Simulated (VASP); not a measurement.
# Au (I4/mmm) in VASP: notebook

Runs on Au. Level: r2SCAN. Tasks: single point.

Everything below comes from runs of VASP 6.6.1. Logs are shortened: lines on timing, memory, paths and dates and some standing lists are left out, and cuts for length are marked.

## (1) The cell of the first run

It takes space group I4/mmm (No. 139, tetragonal). The conventional cell has a = 2.820 Å, b = 2.820 Å, c = 4.296 Å, α = 90.00°, β = 90.00°, γ = 90.00°. Within 3.7 Å of Au (site symmetry 4/mmm) lie 12 Au at 2.82 to 2.93 Å.

## (2) Single point, r2SCAN (strain -0.025 along x and y, +0.050 along z)

Contents of POSCAR:

```
Au
1.0
    0.0000000000      1.9943625000      2.1477750000
    1.9943625000      0.0000000000      2.1477750000
    1.9943625000      1.9943625000      0.0000000000
Au
1
Direct
    0.0000000000      0.0000000000      0.0000000000
```

Contents of INCAR.step1:

```
PREC = Accurate ; ENCUT = 520
ISMEAR = 0 ; SIGMA = 0.15
LREAL = F ; LASPH = T
NELM = 60 ; NBANDS = 12
GGA = PE ; ALGO = Normal
EDIFF = 1E-4 ; LWAVE = T
LCHARG = F
```

Contents of INCAR.step2:

```
PREC = Accurate ; ENCUT = 520
EDIFF = 1E-7 ; ISMEAR = 0
SIGMA = 0.15 ; LREAL = F
LASPH = T ; NELM = 60
ALGO = Normal ; ISIF = 2
LWAVE = F ; LCHARG = F
METAGGA = R2SCAN ; LMIXTAU = T
NBANDS = 12 ; ISTART = 1
```

Contents of KPOINTS:

```
regular mesh
0
Gamma
  20 20 20
```

Potentials or basis: VASP PAW PBE potentials, release 64 (Au).

The run is started by

```sh
cat potpaw_PBE.64/Au/POTCAR > POTCAR
cp INCAR.step1 INCAR
mpirun -np 1 vasp_std > vasp.out
cp INCAR.step2 INCAR
mpirun -np 1 vasp_std > vasp.out
```

OUTCAR:

```text
PREC = Accurate
   ENCUT = 520
   EDIFF = 1E-7
   ISMEAR = 0
   LREAL = F
   LASPH = T
   NELM = 60
   ISIF = 2
   METAGGA = R2SCAN
   ISTART = 1

 ion  position               nearest neighbor table
   1  0.000  0.000  0.000-

  LATTYP: Found a body centered tetragonal cell.
 ALAT       =     2.8204544958
 C/A-ratio  =     1.5229992210

  Lattice vectors:

 A1 = (  -1.9943625000,   0.0000000000,   2.1477750000)
 A2 = (   1.9943625000,   0.0000000000,   2.1477750000)
 A3 = (   0.0000000000,   1.9943625000,  -2.1477750000)

Analysis of symmetry for initial positions (statically):
=====================================================================
 Subroutine PRICEL returns:
 Original cell was already a primitive cell.

 Routine SETGRP: Setting up the symmetry group for a
 body centered tetragonal supercell.

 Subroutine GETGRP returns: Found 16 space group operations
 (whereof 16 operations were pure point group operations)
 out of a pool of 16 trial point group operations.

The static configuration has the point symmetry D_4h.

Analysis of symmetry for dynamics (positions and initial velocities):
=====================================================================
 Subroutine PRICEL returns:
 Original cell was already a primitive cell.

 Routine SETGRP: Setting up the symmetry group for a
 body centered tetragonal supercell.

 Subroutine GETGRP returns: Found 16 space group operations
 (whereof 16 operations were pure point group operations)
 out of a pool of 16 trial point group operations.

The dynamic configuration has the point symmetry D_4h.

 Subroutine INISYM returns: Found 16 space group operations
 (whereof 16 operations are pure point group operations),
 and found     1 'primitive' translations

----------------------------------------------------------------------------------------

                                     Primitive cell

  volume of cell :      17.0855

  direct lattice vectors                    reciprocal lattice vectors
     0.000000000  1.994362500  2.147775000    -0.250706679  0.250706679  0.232799059
     1.994362500  0.000000000  2.147775000     0.250706679 -0.250706679  0.232799059
     1.994362500  1.994362500  0.000000000     0.250706679  0.250706679 -0.232799059

  length of vectors
     2.930941697  2.930941697  2.820454496     0.424149832  0.424149832  0.424149832

  position of ions in fractional coordinates (direct lattice)
     0.000000000  0.000000000  0.000000000

  ion indices of the primitive-cell ions
   primitive index   ion index
                 1           1

----------------------------------------------------------------------------------------

 KPOINTS: regular mesh

Automatic generation of k-mesh.
 Grid dimensions read from file:
 generate k-points for:   20   20   20

 Generating k-lattice:

  Cartesian coordinates                     Fractional coordinates (reciprocal lattice)
    -0.012535334  0.012535334  0.011639953     0.050000000  0.000000000  0.000000000
     0.012535334 -0.012535334  0.011639953     0.000000000  0.050000000  0.000000000
     0.012535334  0.012535334 -0.011639953     0.000000000  0.000000000  0.050000000

  Length of vectors
     0.021207492  0.021207492  0.021207492

  Shift w.r.t. Gamma in fractional coordinates (k-lattice)
     0.000000000  0.000000000  0.000000000

 Subroutine IBZKPT returns following result:
 ===========================================

 Found    641 irreducible k-points:

 Following reciprocal coordinates:
            Coordinates               Weight
  0.000000  0.000000  0.000000      1.000000
  0.050000  0.000000  0.000000      8.000000
  0.100000  0.000000  0.000000      8.000000
  0.150000  0.000000  0.000000      8.000000
  0.200000  0.000000  0.000000      8.000000
  0.250000  0.000000  0.000000      8.000000
[... 16 lines left out ...]
 -0.400000  0.050000  0.000000      8.000000
 -0.350000  0.050000  0.000000      8.000000
 [... further k-points ...]
   k-points           NKPTS =    641   k-points in BZ     NKDIM =    641   number of bands    NBANDS=     12
   number of dos      NEDOS =    301   number of ions     NIONS =      1
   total plane-waves  NPLWV =  13824
   dimension x,y,z NGX =    24 NGY =   24 NGZ =   24
   dimension x,y,z NGXF=    48 NGYF=   48 NGZF=   48
   ions per type =               1
   NGX,Y,Z   is equivalent  to a cutoff of  13.61, 13.61, 14.15 a.u.
   NGXF,Y,Z  is equivalent  to a cutoff of  27.23, 27.23, 28.29 a.u.
 SYSTEM =  unknown system
   PREC   = accura    normal or accurate (medium, high low for compatibility)
   ISTART =      1    job   : 0-new  1-cont  2-samecut
   ICHARG =      0    charge: 1-file 2-atom 10-const
   ISPIN  =      1    spin polarized calculation?
   LNONCOLLINEAR =      F non collinear calculations
   LSORBIT =      F    spin-orbit coupling
   LASPH  =      T    aspherical Exc in radial PAW
   ENCUT  =  520.0 eV  38.22 Ry    6.18 a.u.   5.45  5.45  5.24*2*pi/ulx,y,z
   NELM   =     60;   NELMIN=  2; NELMDL=  0     # of ELM steps
   EDIFF  = 0.1E-06   stopping-criterion for ELM
   LREAL  =      F    real-space projection
   EDIFFG = 0.1E-05   stopping-criterion for IOM
   NSW    =      0    number of steps for IOM
   IBRION =     -1    ionic relax: 0-MD 1-quasi-New 2-CG
   NFREE  =      0    steps in history (QN), initial steepest desc. (CG)
   ISIF   =      2    stress and relaxation
   ISYM   =      2    0-nonsym 1-usesym 2-fastsym
   POTIM  = 0.5000    time-step for ionic-motion
   TEBEG  =    0.0;   TEEND  =   0.0 temperature during run
   PSTRESS=    0.0 pullay stress
   NELECT =      11.0000    total number of electrons
   NUPDOWN=      -1.0000    fix difference up-down
   EMIN   =  10.00;   EMAX   =-10.00  energy-range for DOS
   EFERMI =   0.00;   METHOD = LEGACY
   ISMEAR =     0;   SIGMA  =   0.15  broadening in eV -4-tet -1-fermi 0-gaus
   EFERMI_NEDOS =   21; number of points for ismear=-14 and -15
   IALGO  =     38    algorithm
   IMIX   =      4    mixing-type and parameters
     AMIX     =   0.40;   BMIX     =  1.00
     AMIX_MAG =   1.60;   BMIX_MAG =  1.00
  volume/ion in A,a.u.               =      17.09       115.30
  Fermi-wavevector in a.u.,A,eV,Ry     =   1.413611  2.671338 27.188487  1.998297
  Thomas-Fermi vector in A             =   2.535239
   LORBIT       =      0    0 simple, 1 ext, 2 COOP (PROOUT), +10 PAW based schemes
   METAGGA = R2SCAN    functional components
   LHFCALC =     F    Hartree Fock is set to
   AEXX    =    0.0000 exact exchange contribution
   IVDW    =     0    specifies the selected vdW correction
   LEPSILON=     F    determine dielectric tensor
   LRPA    =     F    only Hartree local field effects (RPA)
 non-spin polarized calculation
 Gauss-broadening in eV      SIGMA  =   0.15
  energy-cutoff  :      520.00
  volume of cell :       17.09
 maximum number of plane-waves:       475
 NGX is ok and might be reduce to    24
   NGX = 11   NGY = 11   NGZ = 11

 number of electron      10.9999999 magnetization

 Free energy of the ion-electron system (eV)
  ---------------------------------------------------
  ext. energy  EPLUGINS =         0.00000000
  ---------------------------------------------------
  free energy    TOTEN  =       -50.58325980 eV

  energy without entropy =      -50.58036048  energy(sigma->0) =      -50.58181014

 E-fermi :   9.3478     XC(G=0): -13.6099

 val. band max:        9.3475658404   @ k =  -0.3000   0.2000   0.0500
 cond. band min:       9.3582986733   @ k =   0.5000   0.2500   0.0500
 fundamental gap:      0.0107328329
 Fermi energy:         9.3478433644

 k-point     1 :       0.0000    0.0000    0.0000
  band No.  band energies     occupation
      1      -0.7808      2.00000
      2       3.8888      2.00000
      3       4.6019      2.00000
      4       4.6019      2.00000
      5       5.4670      2.00000
      6       6.2309      2.00000
      7      24.6950      0.00000
      8      27.8972      0.00000
      9      29.0972      0.00000
     10      29.0972      0.00000
     11      34.0387      0.00000
     12      37.5454      0.00000

 k-point     2 :       0.0500    0.0000    0.0000
  band No.  band energies     occupation
      1      -0.6899      2.00000
      2       3.9080      2.00000
      3       4.5840      2.00000
      4       4.6323      2.00000
      5       5.4622      2.00000
      6       6.2086      2.00000
      7      24.7979      0.00000
      8      27.7593      0.00000
      9      28.7277      0.00000
     10      29.2028      0.00000
     11      34.5415      0.00000
     12      36.1677      0.00000

 k-point     3 :       0.1000    0.0000    0.0000
  band No.  band energies     occupation
      1      -0.4232      2.00000
      2       3.9521      2.00000
      3       4.5408      2.00000
      4       4.7162      2.00000
      5       5.4637      2.00000
      6       6.1509      2.00000
      7      25.0425      0.00000
      8      26.7604      0.00000
      9      28.6958      0.00000
     10      29.5018      0.00000
     11      33.9626      0.00000
     12      35.9915      0.00000
[... 286 lines left out ...]
 k-point    23 :      -0.4000    0.0500    0.0000
  band No.  band energies     occupation
      1       1.7877      2.00000
      2       4.0241      2.00000
      3       4.6976      2.00000
      4       6.4055      2.00000
      5       6.7398      2.00000
      6       7.9652      2.00000
      7      14.2376      0.00000
      8      23.8573      0.00000
      9      26.6936      0.00000
     10      28.8130      0.00000
     11      33.7632      0.00000
     12      35.7082      0.00000

 k-point    24 :      -0.3500    0.0500    0.0000
  band No.  band energies     occupation
      1       1.7651      2.00000
      2       4.1004      2.00000
      3       4.7732      2.00000
      4       5.6536      2.00000
      5       6.5070      2.00000
      6       7.2782      2.00000
      7      16.1204      0.00000
      8      24.2246      0.00000
      9      27.2078      0.00000
     10      29.6876      0.00000
     11      33.1035      0.00000
     12      34.6168      0.00000

 [... further k-points ...]
[... 5 lines left out ...]
  --------------------------------------------------------------------------------------
  -------------------------------------------------------------------------------------
  Total        0.6383403      0.6383403      0.3229031      0.0000000      0.0000000      0.0000000
  in kB       59.8598807     59.8598807     30.2799995      0.0000000      0.0000000      0.0000000
  external PRESSURE =      49.9999203 kB  Pullay stress =       0.0000000 kB

 VOLUME and BASIS-vectors are now :
 -----------------------------------------------------------------------------
  energy-cutoff  :      520.00
  volume of cell :       17.09
      direct lattice vectors                 reciprocal lattice vectors
     0.000000000  1.994362500  2.147775000    -0.250706679  0.250706679  0.232799059
     1.994362500  0.000000000  2.147775000     0.250706679 -0.250706679  0.232799059
     1.994362500  1.994362500  0.000000000     0.250706679  0.250706679 -0.232799059

 POSITION                                       TOTAL-FORCE (eV/Angst)
 -----------------------------------------------------------------------------------
      0.00000      0.00000      0.00000         0.000000      0.000000      0.000000
 -----------------------------------------------------------------------------------
    total drift:                               -0.000000      0.000000     -0.000000

  FREE ENERGIE OF THE ION-ELECTRON SYSTEM (eV)
  ---------------------------------------------------
  free  energy   TOTEN  =       -50.5832597964 eV

  energy  without entropy=      -50.5803604813  energy(sigma->0) =      -50.58181014
```

It took 4.9 min on 1 thread of Intel Xeon Platinum 8259CL at 2.50GHz (Skylake/Cascade Lake), shared host; peak memory 0.25 GiB.

Results:

| Property | Result |
| --- | --- |
| Free energy | -50.5833 eV |
| Pressure | 5.0 GPa |

Caveat: the cell differs from its parent crystal (strain -0.025 along x and y, +0.050 along z); the PAW data sets were made with another functional, which shifts forces and pressure a little; spin-orbit coupling is left out, which moves the levels of the heavy elements.

## (3) Single point, r2SCAN (strain +0.000 along x and y, +0.025 along z)

Contents of POSCAR:

```
Au
1.0
    0.0000000000      2.0455000000      2.0966375000
    2.0455000000      0.0000000000      2.0966375000
    2.0455000000      2.0455000000      0.0000000000
Au
1
Direct
    0.0000000000      0.0000000000      0.0000000000
```

Contents of INCAR.step1:

```
SYSTEM = Au
PREC = Accurate
ENCUT = 520
ISMEAR = 0
SIGMA = 0.15
LREAL = .FALSE.
LASPH = .TRUE.
NELM = 100
NBANDS = 12
GGA = PE
ALGO = Normal
EDIFF = 1E-4
LWAVE = .TRUE.
LCHARG = .FALSE.
```

Contents of INCAR.step2:

```
SYSTEM = Au
PREC = Accurate
ENCUT = 520
EDIFF = 1E-6
ISMEAR = 0
SIGMA = 0.15
LREAL = .FALSE.
LASPH = .TRUE.
NELM = 100
ALGO = Normal
ISIF = 2
LWAVE = .FALSE.
LCHARG = .FALSE.
METAGGA = R2SCAN
LMIXTAU = .TRUE.
NBANDS = 12
ISTART = 1
```

Contents of KPOINTS:

```
Automatic mesh
0
G
  20 20 20
  0 0 0
```

Potentials or basis: VASP PAW PBE potentials, release 64 (Au).

The run is started by

```sh
cat potpaw_PBE.64/Au/POTCAR > POTCAR
cp INCAR.step1 INCAR
mpirun -np 1 vasp_std > vasp.out
cp INCAR.step2 INCAR
mpirun -np 1 vasp_std > vasp.out
```

OUTCAR:

```text
SYSTEM = Au
   PREC = Accurate
   ENCUT = 520
   EDIFF = 1E-6
   ISMEAR = 0
   LREAL = .FALSE.
   LASPH = .TRUE.
   NELM = 100
   ISIF = 2
   METAGGA = R2SCAN
   ISTART = 1

 ion  position               nearest neighbor table
   1  0.000  0.000  0.000-

  LATTYP: Found a body centered tetragonal cell.
 ALAT       =     2.8927738418
 C/A-ratio  =     1.4495689014

  Lattice vectors:

 A1 = (  -2.0455000000,   0.0000000000,   2.0966375000)
 A2 = (   2.0455000000,   0.0000000000,   2.0966375000)
[... 540 lines left out ...]
     12      33.8935      0.00000

 [... further k-points ...]

------------------------ aborting loop because EDIFF is reached ----------------------------------------

  FORCE on cell =-STRESS in cart. coord.  units (eV):
  Direction    XX          YY          ZZ          XY          YZ          ZX
  --------------------------------------------------------------------------------------
  -------------------------------------------------------------------------------------
  Total        0.0581718      0.0581718     -0.0253887      0.0000000      0.0000000     -0.0000000
  in kB        5.3121527      5.3121527     -2.3184512      0.0000000      0.0000000     -0.0000000
  external PRESSURE =       2.7686181 kB  Pullay stress =       0.0000000 kB

 VOLUME and BASIS-vectors are now :
 -----------------------------------------------------------------------------
  energy-cutoff  :      520.00
  volume of cell :       17.54
      direct lattice vectors                 reciprocal lattice vectors
     0.000000000  2.045500000  2.096637500    -0.244439012  0.244439012  0.238477085
     2.045500000  0.000000000  2.096637500     0.244439012 -0.244439012  0.238477085
     2.045500000  2.045500000  0.000000000     0.244439012  0.244439012 -0.238477085

 POSITION                                       TOTAL-FORCE (eV/Angst)
 -----------------------------------------------------------------------------------
      0.00000      0.00000      0.00000         0.000000      0.000000      0.000000
 -----------------------------------------------------------------------------------
    total drift:                               -0.000000      0.000000      0.000000

  FREE ENERGIE OF THE ION-ELECTRON SYSTEM (eV)
  ---------------------------------------------------
  free  energy   TOTEN  =       -50.5971299444 eV

  energy  without entropy=      -50.5945590263  energy(sigma->0) =      -50.59584449
```

OSZICAR.step1:

```text
N       E                     dE             d eps       ncg     rms          rms(c)
DAV:   1     0.499009213265E+02    0.49901E+02   -0.55880E+03 15928   0.814E+02
DAV:   2    -0.278085462019E+01   -0.52682E+02   -0.49604E+02 18008   0.186E+02
DAV:   3    -0.348020680339E+01   -0.69935E+00   -0.69859E+00 18520   0.209E+01
DAV:   4    -0.348260584804E+01   -0.23990E-02   -0.23989E-02 18412   0.141E+00
DAV:   5    -0.348262407532E+01   -0.18227E-04   -0.18227E-04 18864   0.118E-01    0.857E+00
DAV:   6    -0.323684274871E+01    0.24578E+00   -0.67469E-01 16728   0.662E+00    0.552E+00
DAV:   7    -0.322000088895E+01    0.16842E-01   -0.58085E-02 18356   0.196E+00    0.271E+00
DAV:   8    -0.321800443506E+01    0.19965E-02   -0.13543E-03 17080   0.310E-01    0.245E-01
DAV:   9    -0.321799154459E+01    0.12890E-04   -0.68477E-06 11224   0.241E-02
   1 F= -.32179915E+01 E0= -.32165127E+01  d E =-.295774E-02
```

Wall time 4.8 min (1 thread of Intel Xeon Platinum 8259CL at 2.50GHz (Skylake/Cascade Lake), shared host); peak memory 0.25 GiB.

What came out:

```yaml
Free_energy: -50.5971 eV
Pressure: 0.3 GPa
```

Levels at points of the mesh, in eV from the Fermi level:
| k point | band 4 | band 5 | band 6 | band 7 | band 8 | band 9 |
| --- | --- | --- | --- | --- | --- | --- |
| (0.00, 0.00, 0.00) | -4.71 | -3.45 | -3.21 | 15.37 | 19.03 | 19.40 |
| (0.50, 0.00, 0.00) | -2.19 | -2.09 | -0.65 | 3.03 | 14.80 | 17.46 |
| (0.50, 0.50, 0.00) | -1.83 | -1.83 | 1.00 | 5.38 | 10.74 | 10.74 |
| (0.50, 0.00, 0.50) | -1.90 | -1.72 | 1.42 | 5.97 | 10.29 | 10.31 |

Caveat: the cell differs from its parent crystal (strain +0.000 along x and y, +0.025 along z); the PAW data sets were made with another functional, which shifts forces and pressure a little; spin-orbit coupling is left out, which moves the levels of the heavy elements.
